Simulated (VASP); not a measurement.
# Al in VASP: a series of runs, part 2 of 2

VASP 6.6.1.

## 3. Single point, LDA

Input file INCAR:

```
PREC     = Accurate       # precision mode
ENCUT    = 520            # plane-wave cutoff, eV
EDIFF    = 1E-7           # SCF threshold, eV
ISMEAR   = 0              # smearing method
SIGMA    = 0.1            # smearing width, eV
LREAL    = Auto         
LASPH    = True           # aspherical terms in the spheres
NELM     = 100            # most SCF steps
ALGO     = Normal         # electronic algorithm
ISIF     = 2              # what is computed and relaxed
LWAVE    = False          # write WAVECAR
LCHARG   = False          # write CHGCAR
LDIPOL   = True         
IDIPOL   = 3            
DIPOL    = 0.5 0.5 0.323
NBANDS   = 40             # bands
```

Input file KPOINTS:

```
regular mesh
0
Gamma
  5 4 1
```

Input file POSCAR:

```
Al
1.0
    5.6343731020      0.0000000000      0.0000000000
    0.0000000000      7.9682068563      0.0000000000
    0.0000000000      0.0000000000     19.6723116275
Al
17
Direct
    0.2500000000      0.2500000000      0.2033314679
    0.2500000000      0.7500000000      0.2033314679
    0.7500000000      0.2500000000      0.2033314679
    0.7500000000      0.7500000000      0.2033314679
    0.0000000000      0.0000000000      0.2749343025
    0.0000000000      0.5000000000      0.2749343025
    0.5000000000      0.0000000000      0.2749343025
    0.5000000000      0.5000000000      0.2749343025
    0.2500000000      0.2500000000      0.3484027381
    0.2500000000      0.7500000000      0.3484027381
    0.7500000000      0.2500000000      0.3484027381
    0.7500000000      0.7500000000      0.3484027381
    0.0000000000      0.0000000000      0.4154220298
    0.0000000000      0.5000000000      0.4154220298
    0.5000000000      0.0000000000      0.4154220298
    0.5000000000      0.5000000000      0.4154220298
    0.0833333333      0.1250000000      0.5310531331
```

Potentials or basis: VASP PAW LDA potentials, release 64 (Al).

Started as:

```
> cat potpaw_LDA.64/Al/POTCAR > POTCAR
> mpirun -np 1 vasp_std > vasp.out
```

OUTCAR:

```text
PREC = Accurate
   ENCUT = 520
   EDIFF = 1E-7
   ISMEAR = 0
   LREAL = Auto
   LASPH = True
   NELM = 100
   ISIF = 2

 ion  position               nearest neighbor table
   1  0.250  0.250  0.203-   3 2.82   3 2.82   6 2.82   7 2.82   8 2.82   5 2.82   9 2.85
   2  0.250  0.750  0.203-   4 2.82   4 2.82   6 2.82   7 2.82   8 2.82   5 2.82  10 2.85
   3  0.750  0.250  0.203-   1 2.82   1 2.82   6 2.82   7 2.82   8 2.82   5 2.82  11 2.85
   4  0.750  0.750  0.203-   2 2.82   2 2.82   6 2.82   7 2.82   8 2.82   5 2.82  12 2.85
   5  0.000  0.000  0.275-  13 2.76   7 2.82   7 2.82   4 2.82   1 2.82   2 2.82   3 2.82  11 2.84
                            12 2.84   9 2.84  10 2.84
   6  0.000  0.500  0.275-  14 2.76   8 2.82   8 2.82   4 2.82   1 2.82   2 2.82   3 2.82  11 2.84
                            12 2.84   9 2.84  10 2.84
   7  0.500  0.000  0.275-  15 2.76   5 2.82   5 2.82   4 2.82   1 2.82   2 2.82   3 2.82  11 2.84
                            12 2.84   9 2.84  10 2.84
   8  0.500  0.500  0.275-  16 2.76   6 2.82   6 2.82   4 2.82   1 2.82   2 2.82   3 2.82  11 2.84
                            12 2.84   9 2.84  10 2.84
   9  0.250  0.250  0.348-  13 2.77  14 2.77  15 2.77  16 2.77  11 2.82  11 2.82   7 2.84   8 2.84
                             5 2.84   6 2.84   1 2.85
  10  0.250  0.750  0.348-  13 2.77  14 2.77  15 2.77  16 2.77  12 2.82  12 2.82   7 2.84   8 2.84
                             5 2.84   6 2.84   2 2.85
  11  0.750  0.250  0.348-  13 2.77  14 2.77  15 2.77  16 2.77   9 2.82   9 2.82   7 2.84   8 2.84
[... 5 lines left out ...]
  14  0.000  0.500  0.415-   6 2.76   9 2.77  10 2.77  11 2.77  12 2.77  16 2.82  16 2.82
  15  0.500  0.000  0.415-   7 2.76   9 2.77  10 2.77  11 2.77  12 2.77  13 2.82  13 2.82
  16  0.500  0.500  0.415-   8 2.76   9 2.77  10 2.77  11 2.77  12 2.77  14 2.82  14 2.82
  17  0.083  0.125  0.531-  13 2.53

  LATTYP: Found a simple orthorhombic cell.
 ALAT       =     5.6343731020
 B/A-ratio  =     1.4142135624
 C/A-ratio  =     3.4914818865

  Lattice vectors:

 A1 = (   5.6343731020,   0.0000000000,   0.0000000000)
 A2 = (   0.0000000000,   7.9682068563,   0.0000000000)
 A3 = (   0.0000000000,   0.0000000000,  19.6723116275)

Analysis of symmetry for initial positions (statically):
=====================================================================
 Subroutine PRICEL returns:
 Original cell was already a primitive cell.

 Routine SETGRP: Setting up the symmetry group for a
 simple orthorhombic supercell.

 Subroutine GETGRP returns: Found  1 space group operations
 (whereof  1 operations were pure point group operations)
 out of a pool of  8 trial point group operations.

The static configuration has the point symmetry C_1 .

Analysis of symmetry for dynamics (positions and initial velocities):
=====================================================================
 Subroutine PRICEL returns:
 Original cell was already a primitive cell.

 Routine SETGRP: Setting up the symmetry group for a
 simple orthorhombic supercell.

 Subroutine GETGRP returns: Found  1 space group operations
 (whereof  1 operations were pure point group operations)
 out of a pool of  8 trial point group operations.

The dynamic configuration has the point symmetry C_1 .

 Subroutine INISYM returns: Found  1 space group operations
 (whereof  1 operations are pure point group operations),
 and found     1 'primitive' translations

----------------------------------------------------------------------------------------

                                     Primitive cell

  volume of cell :     883.2052

  direct lattice vectors                    reciprocal lattice vectors
     5.634373102  0.000000000  0.000000000     0.177482034  0.000000000  0.000000000
     0.000000000  7.968206856  0.000000000     0.000000000  0.125498750  0.000000000
[... 97 lines left out ...]
   LSORBIT =      F    spin-orbit coupling
   LASPH  =      T    aspherical Exc in radial PAW
   ENCUT  =  520.0 eV  38.22 Ry    6.18 a.u.  10.48 14.82 36.58*2*pi/ulx,y,z
   NELM   =    100;   NELMIN=  2; NELMDL= -5     # of ELM steps
   EDIFF  = 0.1E-06   stopping-criterion for ELM
   LREAL  =      T    real-space projection
   EDIFFG = 0.1E-05   stopping-criterion for IOM
   NSW    =      0    number of steps for IOM
   IBRION =     -1    ionic relax: 0-MD 1-quasi-New 2-CG
   NFREE  =      0    steps in history (QN), initial steepest desc. (CG)
   ISIF   =      2    stress and relaxation
   ISYM   =      2    0-nonsym 1-usesym 2-fastsym
   POTIM  = 0.5000    time-step for ionic-motion
   TEBEG  =    0.0;   TEEND  =   0.0 temperature during run
   PSTRESS=    0.0 pullay stress
   NELECT =      51.0000    total number of electrons
   NUPDOWN=      -1.0000    fix difference up-down
   EMIN   =  10.00;   EMAX   =-10.00  energy-range for DOS
   EFERMI =   0.00;   METHOD = LEGACY
   ISMEAR =     0;   SIGMA  =   0.10  broadening in eV -4-tet -1-fermi 0-gaus
   EFERMI_NEDOS =   21; number of points for ismear=-14 and -15
   IALGO  =     38    algorithm
   IMIX   =      4    mixing-type and parameters
     AMIX     =   0.40;   BMIX     =  1.00
     AMIX_MAG =   1.60;   BMIX_MAG =  1.00
  volume/ion in A,a.u.               =      51.95       350.60
  Fermi-wavevector in a.u.,A,eV,Ry     =   0.632768  1.195758  5.447706  0.400395
  Thomas-Fermi vector in A             =   1.696196
   LORBIT       =      0    0 simple, 1 ext, 2 COOP (PROOUT), +10 PAW based schemes
   GGA     = CA    functional components
   LHFCALC =     F    Hartree Fock is set to
   AEXX    =    0.0000 exact exchange contribution
   IVDW    =     0    specifies the selected vdW correction
   LEPSILON=     F    determine dielectric tensor
   LRPA    =     F    only Hartree local field effects (RPA)
 non-spin polarized calculation
 Gauss-broadening in eV      SIGMA  =   0.10
  energy-cutoff  :      520.00
  volume of cell :      883.21
 maximum number of plane-waves:     23865
 NGX is ok and might be reduce to    42
   NGX = 21   NGY = 29   NGZ = 73

 dipolmoment           0.000000      0.000000      0.203641 electrons x Angstroem

 number of electron      51.0000001 magnetization

 dipolmoment           0.000000      0.000000     -0.025582 electrons x Angstroem

 Free energy of the ion-electron system (eV)
  ---------------------------------------------------
  ext. energy  EPLUGINS =         0.00000000
  ---------------------------------------------------
  free energy    TOTEN  =       -63.58598815 eV

  energy without entropy =      -63.53325644  energy(sigma->0) =      -63.55962230

 E-fermi :  -0.3158     XC(G=0):  -4.4710

 val. band max:       -0.3233086176   @ k =   0.4000   0.5000   0.0000
 cond. band min:      -0.3068142896   @ k =   0.2000  -0.2500   0.0000
 fundamental gap:      0.0164943280
 Fermi energy:        -0.3158395216

 k-point     1 :       0.0000    0.0000    0.0000
  band No.  band energies     occupation
      1     -10.7988      2.00000
      2      -8.5819      2.00000
      3      -8.4829      2.00000
      4      -8.3354      2.00000
      5      -6.3399      2.00000
      6      -6.2387      2.00000
[... 429 lines left out ...]
     36       2.0204      0.00000
     37       2.3054      0.00000
 [bands above 37 left out]

------------------------ aborting loop because EDIFF is reached ----------------------------------------

 vacuum level on the upper side and lower side of the slab       (xc-potential included)        -0.234        -0.087

  FORCE on cell =-STRESS in cart. coord.  units (eV):
  Direction    XX          YY          ZZ          XY          YZ          ZX
  --------------------------------------------------------------------------------------
  -------------------------------------------------------------------------------------
  Total      -10.9647862     -4.4779047     -1.1632171      0.4495981      1.2940025      1.0254467
  in kB      -19.8906581     -8.1231379     -2.1101328      0.8155928      2.3473838      1.8602105
  external PRESSURE =     -10.0413096 kB  Pullay stress =       0.0000000 kB

 VOLUME and BASIS-vectors are now :
 -----------------------------------------------------------------------------
  energy-cutoff  :      520.00
  volume of cell :      883.21
      direct lattice vectors                 reciprocal lattice vectors
     5.634373102  0.000000000  0.000000000     0.177482034  0.000000000  0.000000000
     0.000000000  7.968206856  0.000000000     0.000000000  0.125498750  0.000000000
     0.000000000  0.000000000 19.672311628     0.000000000  0.000000000  0.050832867

 POSITION                                       TOTAL-FORCE (eV/Angst)
 -----------------------------------------------------------------------------------
      1.40859      1.99205      4.00000         0.052268     -0.008446      0.217588
      1.40859      5.97616      4.00000        -0.022858     -0.019199      0.230072
      4.22578      1.99205      4.00000        -0.064388     -0.004871      0.188734
      4.22578      5.97616      4.00000         0.017682     -0.016676      0.227407
      0.00000      0.00000      5.40859        -0.005195     -0.010133     -0.196205
      0.00000      3.98410      5.40859        -0.008623      0.003638     -0.231155
[... 9 lines left out ...]
      2.81719      3.98410      8.17231         0.022904     -0.023456      0.070920
      0.46953      0.99603     10.44704         0.379815      0.472051     -0.010898
 -----------------------------------------------------------------------------------
    total drift:                               -0.000064     -0.000151     -0.007289

  FREE ENERGIE OF THE ION-ELECTRON SYSTEM (eV)
  ---------------------------------------------------
  free  energy   TOTEN  =       -63.5859881482 eV

  energy  without entropy=      -63.5332564449  energy(sigma->0) =      -63.55962230

 vacuum level on the upper side and lower side of the slab         3.656         3.806
```

Run time: 9.3 min. Hardware: 1 thread of Intel Xeon 6975P-C (Granite Rapids), shared host; peak memory 0.66 GiB.

What came out:

```yaml
Free_energy: -63.5860 eV
Largest_force: 0.783 eV/Å
Band_gap_on_the_k_mesh: zero (an odd number of electrons rules out a gap without spin polarisation)
```

Forces in eV/Å, atoms in the order of the input:
```
Al   0.052 -0.008  0.218
Al  -0.023 -0.019  0.230
Al  -0.064 -0.005  0.189
Al   0.018 -0.017  0.227
Al  -0.005 -0.010 -0.196
Al  -0.009  0.004 -0.231
Al  -0.017  0.002 -0.207
Al   0.011 -0.004 -0.240
Al   0.026 -0.055  0.017
Al   0.009  0.036 -0.001
Al  -0.044 -0.034 -0.059
Al  -0.016  0.060  0.008
Al  -0.262 -0.401 -0.620
Al  -0.015 -0.099  0.174
Al  -0.062  0.102  0.432
Al   0.023 -0.023  0.071
Al   0.380  0.472 -0.011
```

## 4. Single point, LDA

Input file INCAR:

```
PREC     = Accurate       # precision mode
ENCUT    = 520            # plane-wave cutoff, eV
EDIFF    = 1E-7           # SCF threshold, eV
ISMEAR   = 0              # smearing method
SIGMA    = 0.1            # smearing width, eV
LREAL    = Auto         
LASPH    = T              # aspherical terms in the spheres
NELM     = 80             # most SCF steps
ALGO     = Normal         # electronic algorithm
ISIF     = 2              # what is computed and relaxed
LWAVE    = F              # write WAVECAR
LCHARG   = F              # write CHGCAR
LDIPOL   = T            
IDIPOL   = 3            
DIPOL    = 0.5 0.5 0.324
NBANDS   = 40             # bands
```

KPOINTS is that of step 3.

Edit POSCAR of step 3 so:

```diff
@@ -24,2 +24,2 @@
     0.5000000000      0.5000000000      0.4154220298
-    0.0833333333      0.1250000000      0.5310531331
+    0.1666666667      0.0625000000      0.5329452217
```

Potentials or basis: VASP PAW LDA potentials, release 64 (Al).

Started as:

```
> cat potpaw_LDA.64/Al/POTCAR > POTCAR
> mpirun -np 1 vasp_std > vasp.out
```

OUTCAR:

```text
PREC = Accurate
   ENCUT = 520
   EDIFF = 1E-7
   ISMEAR = 0
   LREAL = Auto
   LASPH = T
   NELM = 80
   ISIF = 2

 ion  position               nearest neighbor table
   1  0.250  0.250  0.203-   3 2.82   3 2.82   6 2.82   7 2.82   8 2.82   5 2.82   9 2.85
   2  0.250  0.750  0.203-   4 2.82   4 2.82   6 2.82   7 2.82   8 2.82   5 2.82  10 2.85
   3  0.750  0.250  0.203-   1 2.82   1 2.82   6 2.82   7 2.82   8 2.82   5 2.82  11 2.85
   4  0.750  0.750  0.203-   2 2.82   2 2.82   6 2.82   7 2.82   8 2.82   5 2.82  12 2.85
   5  0.000  0.000  0.275-  13 2.76   7 2.82   7 2.82   4 2.82   1 2.82   2 2.82   3 2.82  11 2.84
                            12 2.84   9 2.84  10 2.84
   6  0.000  0.500  0.275-  14 2.76   8 2.82   8 2.82   4 2.82   1 2.82   2 2.82   3 2.82  11 2.84
[... 685 lines left out ...]
  external PRESSURE =      -9.8049156 kB  Pullay stress =       0.0000000 kB

 VOLUME and BASIS-vectors are now :
 -----------------------------------------------------------------------------
  energy-cutoff  :      520.00
  volume of cell :      883.21
      direct lattice vectors                 reciprocal lattice vectors
     5.634373102  0.000000000  0.000000000     0.177482034  0.000000000  0.000000000
     0.000000000  7.968206856  0.000000000     0.000000000  0.125498750  0.000000000
     0.000000000  0.000000000 19.672311628     0.000000000  0.000000000  0.050832867

 POSITION                                       TOTAL-FORCE (eV/Angst)
 -----------------------------------------------------------------------------------
      1.40859      1.99205      4.00000         0.014129      0.003559      0.219018
      1.40859      5.97616      4.00000        -0.004275     -0.028346      0.210048
      4.22578      1.99205      4.00000        -0.029872      0.014040      0.190679
      4.22578      5.97616      4.00000        -0.006678     -0.031440      0.210867
      0.00000      0.00000      5.40859         0.016047     -0.013158     -0.211061
      0.00000      3.98410      5.40859        -0.002538      0.003376     -0.235629
[... 9 lines left out ...]
      2.81719      3.98410      8.17231         0.022814     -0.014239      0.059786
      0.93906      0.49801     10.48426         0.548702      0.210449     -0.006037
 -----------------------------------------------------------------------------------
    total drift:                               -0.000056      0.001655     -0.007224

  FREE ENERGIE OF THE ION-ELECTRON SYSTEM (eV)
  ---------------------------------------------------
  free  energy   TOTEN  =       -63.6538559745 eV

  energy  without entropy=      -63.6023238371  energy(sigma->0) =      -63.62808991

 vacuum level on the upper side and lower side of the slab         3.729         3.785
```

OSZICAR:

```text
N       E                     dE             d eps       ncg     rms          rms(c)
DAV:   1     0.169195627555E+03    0.16920E+03   -0.14634E+04   880   0.878E+02
DAV:   2    -0.536690511395E+02   -0.22286E+03   -0.20927E+03  1160   0.149E+02
DAV:   3    -0.673562962282E+02   -0.13687E+02   -0.13268E+02  1080   0.361E+01
[... 19 lines left out ...]
DAV:  23    -0.636538537608E+02   -0.51321E-05   -0.58098E-07   888   0.130E-03    0.412E-04
DAV:  24    -0.636538554165E+02   -0.16557E-05   -0.19636E-07   864   0.907E-04    0.298E-04
DAV:  25    -0.636538558304E+02   -0.41383E-06   -0.41430E-08   776   0.497E-04    0.149E-04
DAV:  26    -0.636538559497E+02   -0.11936E-06   -0.14961E-08   680   0.327E-04    0.972E-05
DAV:  27    -0.636538559745E+02   -0.24755E-07   -0.39087E-09   688   0.214E-04
   1 F= -.63653856E+02 E0= -.63628090E+02  d E =-.515321E-01
```

Run time: 8.4 min. Hardware: 1 thread of Intel Xeon 6975P-C (Granite Rapids), shared host; peak memory 0.66 GiB.

Results:

```yaml
Free_energy: -63.6539 eV
Largest_force: 0.694 eV/Å
Band_gap_on_the_k_mesh: zero (an odd number of electrons rules out a gap without spin polarisation)
```

Forces in eV/Å, atoms in the order of the input:
```
Al   0.014  0.004  0.219
Al  -0.004 -0.028  0.210
Al  -0.030  0.014  0.191
Al  -0.007 -0.031  0.211
Al   0.016 -0.013 -0.211
Al  -0.003  0.003 -0.236
Al  -0.037 -0.009 -0.213
Al   0.014  0.003 -0.240
Al   0.006 -0.064  0.025
Al   0.001  0.043 -0.006
Al  -0.031 -0.044 -0.067
Al  -0.017  0.066 -0.014
Al  -0.460 -0.169 -0.492
Al  -0.018 -0.028  0.087
Al  -0.018  0.059  0.483
Al   0.023 -0.014  0.060
Al   0.549  0.210 -0.006
```

## 5. The runs side by side

| cell | gap on the mesh (eV) | largest force (eV/Å) |
| --- | --- | --- |
| as given, atomic positions A | none | 0.96 |
| as given, atomic positions B | none | 0.78 |
| as given, atomic positions C | none | 0.69 |

Alike in all rows: task single point; level LDA; potentials or basis VASP PAW LDA potentials, release 64 (Al); no spin polarisation; k mesh 5 × 4 × 1; cutoff (eV) 520; smearing gaussian 0.1 eV.

Absolute energies hang on the potentials; compare differences alone.
